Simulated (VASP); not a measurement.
C, 2 atoms in the cell. It takes space group R-3m (No. 166, trigonal). Conventional cell: a = 2.431 Å, b = 2.431 Å, c = 10.041 Å, α = 90.00°, β = 90.00°, γ = 120.00°. Within 1.9 Å of C (site symmetry 3m) lie 3 C at 1.40 Å.  This cell differs from its parent crystal: equal xx and yy strain of -1 %.

```yaml
Program: VASP 6.6.1
Task: single point
Functional: PBEsol
Potentials_or_basis: VASP PAW PBE potentials, release 64 (C)
Cutoff: 520 eV
k_mesh: 17 × 17 × 17
Occupations: fermi-dirac, width 0.03 eV
Spin: no spin polarisation
Dipole_correction: no
Further_INCAR_settings: ALGO = Normal; EDIFF = 1e-07; NBANDS = 11
```

Potentials or basis: VASP PAW PBE potentials, release 64 (C).

Command:

```console
$ cat potpaw_PBE.64/C/POTCAR > POTCAR
$ mpirun -np 1 vasp_std > vasp.out
```

Hardware: 1 thread of AMD EPYC 7R13 Processor (Zen 3) (shared host).

Problem. Estimate the wall time of this run.

Solution. Wall time 110 s on 1 thread of AMD EPYC 7R13 Processor (Zen 3), with other jobs on the host, peak memory 0.17 GiB. Counts: scf iterations 13, k points 489.
